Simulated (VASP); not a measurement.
# GeSb3O2 (P4mm) in VASP: notebook

GeSb3O2 is run at these levels: PBE; tasks: single point.

All numbers are computed with VASP 6.6.1; they aren't measurements. Logs are shortened: lines on timing, memory, paths and dates and some standing lists are left out, and cuts for length are marked.

### Step 1. The cell of the first run

It takes space group P4mm (No. 99, tetragonal). The conventional cell has a = 3.249 Å, b = 3.249 Å, c = 11.794 Å, α = 90.00°, β = 90.00°, γ = 90.00°. Within 3.1 Å of Ge (site symmetry 4mm) lie 4 O at 2.32 Å and 1 Sb at 2.82 Å. Sb (site symmetry 4mm) has 4 O at 2.32 Å within 3.1 Å. Within 2.9 Å of Sb (site symmetry 4mm) lie 1 O at 2.22 Å. Within 3.7 Å of Sb (site symmetry 4mm) lie 1 Ge at 2.82 Å and 4 Sb at 3.25 Å and 1 O at 3.60 Å. Within 2.9 Å of O (site symmetry 4mm) lie 1 Sb at 2.22 Å and 4 Ge at 2.32 Å. Within 3.1 Å of O (site symmetry 4mm) lie 4 Sb at 2.32 Å.

### Step 2. Single point, PBE

INCAR reads:

```
ALGO = Normal ; EDIFF = 1E-7
ENCUT = 520 ; GGA = PE
ISIF = 2 ; ISMEAR = 0
LASPH = T ; LCHARG = T
LELF = T ; LREAL = F
LVHAR = T ; LWAVE = F
NBANDS = 30 ; NELM = 60
PREC = Accurate ; SIGMA = 0.1
```

KPOINTS reads:

```
k-points
0
Gamma
  6 6 2
```

POSCAR reads:

```
GeSb3O2
1.0
    3.2493234990      0.0000000000      0.0000000000
    0.0000000000      3.2493234990      0.0000000000
    0.0000000000      0.0000000000     11.7943469533
Ge Sb O
1 3 2
Direct
    0.5000000000      0.5000000000      0.0926740121
    0.0000000000      0.0000000000      0.5742997522
    0.0000000000      0.0000000000      0.3101358020
    0.5000000000      0.5000000000      0.8533040556
    0.0000000000      0.0000000000      0.1214957708
    0.5000000000      0.5000000000      0.5480895673
```

Potentials or basis: VASP PAW PBE potentials, release 64 (Ge_d, Sb, O).

On the command line:

```sh
$ cat potpaw_PBE.64/Ge_d/POTCAR potpaw_PBE.64/Sb/POTCAR potpaw_PBE.64/O/POTCAR > POTCAR
$ mpirun -np 1 vasp_std > vasp.out
```

OUTCAR:

```text
EDIFF = 1E-7
   ENCUT = 520
   GGA = PE
   ISIF = 2
   ISMEAR = 0
   LASPH = T
   LREAL = F
   NELM = 60
   PREC = Accurate

 ion  position               nearest neighbor table
   1  0.500  0.500  0.093-   5 2.32   5 2.32   5 2.32   5 2.32   4 2.82
   2  0.000  0.000  0.574-   6 2.32   6 2.32   6 2.32   6 2.32   3 3.12
   3  0.000  0.000  0.310-   5 2.22   2 3.12
   4  0.500  0.500  0.853-   1 2.82
   5  0.000  0.000  0.121-   3 2.22   1 2.32   1 2.32   1 2.32   1 2.32
   6  0.500  0.500  0.548-   2 2.32   2 2.32   2 2.32   2 2.32

  LATTYP: Found a simple tetragonal cell.
 ALAT       =     3.2493234990
 C/A-ratio  =     3.6297853867

  Lattice vectors:

 A1 = (   3.2493234990,   0.0000000000,   0.0000000000)
 A2 = (   0.0000000000,   3.2493234990,   0.0000000000)
 A3 = (   0.0000000000,   0.0000000000,  11.7943469533)

Analysis of symmetry for initial positions (statically):
=====================================================================
 Subroutine PRICEL returns:
 Original cell was already a primitive cell.

 Routine SETGRP: Setting up the symmetry group for a
 simple tetragonal supercell.

 Subroutine GETGRP returns: Found  8 space group operations
 (whereof  8 operations were pure point group operations)
 out of a pool of 16 trial point group operations.

The static configuration has the point symmetry C_4v.

Analysis of symmetry for dynamics (positions and initial velocities):
=====================================================================
 Subroutine PRICEL returns:
 Original cell was already a primitive cell.

 Routine SETGRP: Setting up the symmetry group for a
 simple tetragonal supercell.

 Subroutine GETGRP returns: Found  8 space group operations
 (whereof  8 operations were pure point group operations)
 out of a pool of 16 trial point group operations.

The dynamic configuration has the point symmetry C_4v.

 Subroutine INISYM returns: Found  8 space group operations
 (whereof  8 operations are pure point group operations),
 and found     1 'primitive' translations

----------------------------------------------------------------------------------------

                                     Primitive cell

  volume of cell :     124.5259

  direct lattice vectors                    reciprocal lattice vectors
     3.249323499  0.000000000  0.000000000     0.307756368  0.000000000  0.000000000
     0.000000000  3.249323499  0.000000000     0.000000000  0.307756368  0.000000000
     0.000000000  0.000000000 11.794346953     0.000000000  0.000000000  0.084786381

  length of vectors
     3.249323499  3.249323499 11.794346953     0.307756368  0.307756368  0.084786381

  position of ions in fractional coordinates (direct lattice)
     0.500000000  0.500000000  0.092674012
     0.000000000  0.000000000  0.574299752
     0.000000000  0.000000000  0.310135802
     0.500000000  0.500000000  0.853304056
     0.000000000  0.000000000  0.121495771
     0.500000000  0.500000000  0.548089567

  ion indices of the primitive-cell ions
   primitive index   ion index
                 1           1
                 2           2
                 3           3
                 4           4
                 5           5
                 6           6

----------------------------------------------------------------------------------------

 KPOINTS: k-points

Automatic generation of k-mesh.
 Grid dimensions read from file:
 generate k-points for:    6    6    2

 Generating k-lattice:

  Cartesian coordinates                     Fractional coordinates (reciprocal lattice)
     0.051292728  0.000000000  0.000000000     0.166666667  0.000000000  0.000000000
     0.000000000  0.051292728  0.000000000     0.000000000  0.166666667  0.000000000
     0.000000000  0.000000000  0.042393191     0.000000000  0.000000000  0.500000000

  Length of vectors
     0.051292728  0.051292728  0.042393191

  Shift w.r.t. Gamma in fractional coordinates (k-lattice)
     0.000000000  0.000000000  0.000000000

 Subroutine IBZKPT returns following result:
 ===========================================

 Found     20 irreducible k-points:

 Following reciprocal coordinates:
            Coordinates               Weight
  0.000000  0.000000  0.000000      1.000000
  0.166667  0.000000  0.000000      4.000000
  0.333333  0.000000  0.000000      4.000000
  0.500000  0.000000  0.000000      2.000000
  0.166667  0.166667  0.000000      4.000000
  0.333333  0.166667  0.000000      8.000000
[... 12 lines left out ...]
  0.500000  0.333333  0.500000      4.000000
  0.500000  0.500000  0.500000      1.000000
   k-points           NKPTS =     20   k-points in BZ     NKDIM =     20   number of bands    NBANDS=     30
   number of dos      NEDOS =    301   number of ions     NIONS =      6
   total plane-waves  NPLWV =  51840
   dimension x,y,z NGX =    24 NGY =   24 NGZ =   90
   dimension x,y,z NGXF=    48 NGYF=   48 NGZF=  180
   ions per type =               1   3   2
   NGX,Y,Z   is equivalent  to a cutoff of  12.28, 12.28, 12.69 a.u.
   NGXF,Y,Z  is equivalent  to a cutoff of  24.56, 24.56, 25.37 a.u.
 SYSTEM =  unknown system
   PREC   = accura    normal or accurate (medium, high low for compatibility)
   ISTART =      0    job   : 0-new  1-cont  2-samecut
   ICHARG =      2    charge: 1-file 2-atom 10-const
   ISPIN  =      1    spin polarized calculation?
   LNONCOLLINEAR =      F non collinear calculations
   LSORBIT =      F    spin-orbit coupling
   LASPH  =      T    aspherical Exc in radial PAW
   ENCUT  =  520.0 eV  38.22 Ry    6.18 a.u.   6.04  6.04 21.93*2*pi/ulx,y,z
   NELM   =     60;   NELMIN=  2; NELMDL= -5     # of ELM steps
   EDIFF  = 0.1E-06   stopping-criterion for ELM
   LREAL  =      F    real-space projection
   EDIFFG = 0.1E-05   stopping-criterion for IOM
   NSW    =      0    number of steps for IOM
   IBRION =     -1    ionic relax: 0-MD 1-quasi-New 2-CG
   NFREE  =      0    steps in history (QN), initial steepest desc. (CG)
   ISIF   =      2    stress and relaxation
   ISYM   =      2    0-nonsym 1-usesym 2-fastsym
   POTIM  = 0.5000    time-step for ionic-motion
   TEBEG  =    0.0;   TEEND  =   0.0 temperature during run
   PSTRESS=    0.0 pullay stress
   NELECT =      41.0000    total number of electrons
   NUPDOWN=      -1.0000    fix difference up-down
   EMIN   =  10.00;   EMAX   =-10.00  energy-range for DOS
   EFERMI =   0.00;   METHOD = LEGACY
   ISMEAR =     0;   SIGMA  =   0.10  broadening in eV -4-tet -1-fermi 0-gaus
   EFERMI_NEDOS =   21; number of points for ismear=-14 and -15
   IALGO  =     38    algorithm
   IMIX   =      4    mixing-type and parameters
     AMIX     =   0.40;   BMIX     =  1.00
     AMIX_MAG =   1.60;   BMIX_MAG =  1.00
  volume/ion in A,a.u.               =      20.75       140.06
  Fermi-wavevector in a.u.,A,eV,Ry     =   1.130445  2.136232 17.386972  1.277906
  Thomas-Fermi vector in A             =   2.267142
   LORBIT       =      0    0 simple, 1 ext, 2 COOP (PROOUT), +10 PAW based schemes
   GGA     = PE    functional components
   LHFCALC =     F    Hartree Fock is set to
   AEXX    =    0.0000 exact exchange contribution
   IVDW    =     0    specifies the selected vdW correction
   LEPSILON=     F    determine dielectric tensor
   LRPA    =     F    only Hartree local field effects (RPA)
 non-spin polarized calculation
 Gauss-broadening in eV      SIGMA  =   0.10
  energy-cutoff  :      520.00
  volume of cell :      124.53
 maximum number of plane-waves:      3394
   NGX = 13   NGY = 13   NGZ = 43

 number of electron      40.9999966 magnetization

 Free energy of the ion-electron system (eV)
  ---------------------------------------------------
  ext. energy  EPLUGINS =         0.00000000
  ---------------------------------------------------
  free energy    TOTEN  =       -28.73330715 eV

  energy without entropy =      -28.72056360  energy(sigma->0) =      -28.72693537

 E-fermi :   6.5569     XC(G=0): -10.0487

 val. band max:        6.5293642841   @ k =   0.3333   0.0000   0.0000
 cond. band min:       6.6300177383   @ k =   0.1667   0.0000   0.0000
 fundamental gap:      0.1006534542
 Fermi energy:         6.5568927123

 k-point     1 :       0.0000    0.0000    0.0000
  band No.  band energies     occupation
      1     -18.2536      2.00000
      2     -18.2011      2.00000
      3     -18.1444      2.00000
      4     -18.1325      2.00000
      5     -18.1325      2.00000
      6     -12.8872      2.00000
[... 22 lines left out ...]
     29      13.1918      0.00000
     30      13.6551      0.00000

 k-point     2 :       0.1667    0.0000    0.0000
  band No.  band energies     occupation
      1     -18.2464      2.00000
      2     -18.2061      2.00000
      3     -18.1395      2.00000
      4     -18.1343      2.00000
      5     -18.1321      2.00000
      6     -12.7408      2.00000
[... 22 lines left out ...]
     29      13.1405      0.00000
     30      14.0341      0.00000

 k-point     3 :       0.3333    0.0000    0.0000
  band No.  band energies     occupation
      1     -18.2332      2.00000
      2     -18.2161      2.00000
      3     -18.1453      2.00000
      4     -18.1313      2.00000
      5     -18.1212      2.00000
      6     -12.4150      2.00000
[... 22 lines left out ...]
     29      12.3340      0.00000
     30      12.8230      0.00000

 k-point     4 :       0.5000    0.0000    0.0000
  band No.  band energies     occupation
      1     -18.2272      2.00000
      2     -18.2211      2.00000
      3     -18.1492      2.00000
      4     -18.1310      2.00000
      5     -18.1132      2.00000
      6     -12.2308      2.00000
[... 22 lines left out ...]
     29      12.2461      0.00000
     30      12.2787      0.00000

 k-point     5 :       0.1667    0.1667    0.0000
  band No.  band energies     occupation
      1     -18.2385      2.00000
      2     -18.2141      2.00000
      3     -18.1378      2.00000
      4     -18.1355      2.00000
      5     -18.1298      2.00000
      6     -12.5987      2.00000
[... 22 lines left out ...]
     29      11.8843      0.00000
     30      14.3468      0.00000
[... 394 lines left out ...]
     29      11.5274      0.00000
     30      13.1027      0.00000

 k-point    18 :       0.3333    0.3333    0.5000
  band No.  band energies     occupation
      1     -18.2541      2.00000
      2     -18.2072      2.00000
      3     -18.1427      2.00000
      4     -18.1417      2.00000
      5     -18.1104      2.00000
      6     -12.0109      2.00000
[... 22 lines left out ...]
     29      11.0899      0.00000
     30      12.8561      0.00000

 k-point    19 :       0.5000    0.3333    0.5000
  band No.  band energies     occupation
      1     -18.2661      2.00000
      2     -18.1994      2.00000
      3     -18.1457      2.00000
      4     -18.1413      2.00000
      5     -18.1061      2.00000
      6     -11.8966      2.00000
[... 22 lines left out ...]
     29      11.1228      0.00000
     30      12.0147      0.00000

 k-point    20 :       0.5000    0.5000    0.5000
  band No.  band energies     occupation
      1     -18.2805      2.00000
      2     -18.1909      2.00000
      3     -18.1447      2.00000
      4     -18.1447      2.00000
      5     -18.1030      2.00000
      6     -11.7874      2.00000
[... 22 lines left out ...]
     29      10.9155      0.00000
     30      12.0574      0.00000

------------------------ aborting loop because EDIFF is reached ----------------------------------------

  FORCE on cell =-STRESS in cart. coord.  units (eV):
  Direction    XX          YY          ZZ          XY          YZ          ZX
  --------------------------------------------------------------------------------------
  -------------------------------------------------------------------------------------
  Total       -0.5676947     -0.5676947     -0.0430118      0.0000000      0.0000000      0.0000000
  in kB       -7.3040814     -7.3040814     -0.5533995      0.0000000      0.0000000      0.0000000
  external PRESSURE =      -5.0538541 kB  Pullay stress =       0.0000000 kB

 VOLUME and BASIS-vectors are now :
 -----------------------------------------------------------------------------
  energy-cutoff  :      520.00
  volume of cell :      124.53
      direct lattice vectors                 reciprocal lattice vectors
     3.249323499  0.000000000  0.000000000     0.307756368  0.000000000  0.000000000
     0.000000000  3.249323499  0.000000000     0.000000000  0.307756368  0.000000000
     0.000000000  0.000000000 11.794346953     0.000000000  0.000000000  0.084786381

 POSITION                                       TOTAL-FORCE (eV/Angst)
 -----------------------------------------------------------------------------------
      1.62466      1.62466      1.09303         0.000000      0.000000     -0.000532
      0.00000      0.00000      6.77349        -0.000000      0.000000     -0.028770
      0.00000      0.00000      3.65785        -0.000000      0.000000      0.001510
      1.62466      1.62466     10.06416        -0.000000      0.000000      0.009530
      0.00000      0.00000      1.43296        -0.000000      0.000000      0.014781
      1.62466      1.62466      6.46436        -0.000000     -0.000000      0.003483
 -----------------------------------------------------------------------------------
    total drift:                                0.000000     -0.000000      0.000493

  FREE ENERGIE OF THE ION-ELECTRON SYSTEM (eV)
  ---------------------------------------------------
  free  energy   TOTEN  =       -28.7333071474 eV

  energy  without entropy=      -28.7205636013  energy(sigma->0) =      -28.72693537
```

It took 77 s on 1 thread of Intel Xeon Platinum 8488C (Sapphire Rapids), shared host; peak memory 0.25 GiB.

What came out:

```yaml
Free_energy: -28.7333 eV
Pressure: -0.5 GPa
Largest_force: 0.029 eV/Å
```

Forces in eV/Å, atoms in the order of the input:
```
Ge   0.000  0.000 -0.001
Sb   0.000  0.000 -0.029
Sb   0.000  0.000  0.002
Sb   0.000  0.000  0.010
O    0.000  0.000  0.015
O    0.000  0.000  0.003
```

Caveat: spin-orbit coupling is left out, which moves the levels of the heavy elements; an odd number of electrons without spin polarisation forces a metal; a magnetic or distorted state may lie lower.

### Step 3. Single point, PBE

This run uses another cell than the first one, of 25.75 Å³/atom, 1.241 times its volume.

INCAR reads:

```
SYSTEM = GeSb3O2
PREC = Accurate ; ENCUT = 520
EDIFF = 1E-6 ; ISMEAR = 0
SIGMA = 0.1 ; LREAL = .FALSE.
LASPH = .TRUE. ; NELM = 100
ALGO = Normal ; ISIF = 2
LWAVE = .FALSE. ; LCHARG = .FALSE.
GGA = PE ; NBANDS = 30
```

KPOINTS reads:

```
Automatic mesh
0
G
  6 6 2
  0 0 0
```

POSCAR reads:

```
GeSb3O2
1.0
    3.5371531900      0.0000000000      0.0000000000
    0.0000000000      3.5371531900      0.0000000000
    0.0000000000      0.0000000000     12.3477353100
Ge Sb O
1 3 2
Direct
    0.5000000000      0.5000000000      0.1515834800
    0.0000000000      0.0000000000      0.6514509300
    0.0000000000      0.0000000000      0.3293667700
    0.5000000000      0.5000000000      0.8522117700
    0.0000000000      0.0000000000      0.0241090300
    0.5000000000      0.5000000000      0.4912769800
```

Potentials or basis: VASP PAW PBE potentials, release 64 (Ge_d, Sb, O).

On the command line:

```sh
$ cat potpaw_PBE.64/Ge_d/POTCAR potpaw_PBE.64/Sb/POTCAR potpaw_PBE.64/O/POTCAR > POTCAR
$ mpirun -np 1 vasp_std > vasp.out
```

It took 2.6 min on 1 thread of Intel Xeon Platinum 8488C (Sapphire Rapids), shared host; peak memory 0.31 GiB.

The run converged. Its results:

```
Free energy   : -23.1249 eV
Pressure      : -13.3 GPa
Largest force : 1.163 eV/Å
```

Forces on the atoms (eV/Å):
```
Ge   0.000  0.000 -1.163
Sb   0.000  0.000 -0.472
Sb   0.000  0.000  0.818
Sb   0.000  0.000  0.060
O    0.000  0.000  0.778
O    0.000  0.000 -0.021
```

Stress tensor (GPa, compression positive):
```
-12.47   0.00   0.00
  0.00 -12.47   0.00
  0.00   0.00 -14.84
```

Levels at points of the mesh, in eV from the Fermi level:
| k point | band 17 | band 18 | band 19 | band 20 | band 21 | band 22 | band 23 | band 24 |
| --- | --- | --- | --- | --- | --- | --- | --- | --- |
| (0.00, 0.00, 0.00) | -0.78 | -0.78 | 0.68 | 1.45 | 1.45 | 1.55 | 1.83 | 1.83 |
| (0.50, 0.00, 0.00) | -1.05 | -0.54 | -0.52 | -0.40 | -0.22 | 1.63 | 1.73 | 2.99 |
| (0.50, 0.50, 0.00) | -2.29 | -1.24 | -1.22 | -0.82 | -0.82 | -0.10 | -0.06 | -0.06 |
| (0.00, 0.00, 0.50) | -0.81 | -0.52 | -0.26 | 1.52 | 1.52 | 1.75 | 1.75 | 2.58 |
| (0.50, 0.00, 0.50) | -1.67 | -0.54 | -0.52 | 0.02 | 0.22 | 1.68 | 1.71 | 2.86 |
| (0.50, 0.50, 0.50) | -1.69 | -1.50 | -1.50 | -1.30 | -1.27 | 0.11 | 0.12 | 0.30 |

Caveat: spin-orbit coupling is left out, which moves the levels of the heavy elements; an odd number of electrons without spin polarisation forces a metal; a magnetic or distorted state may lie lower.
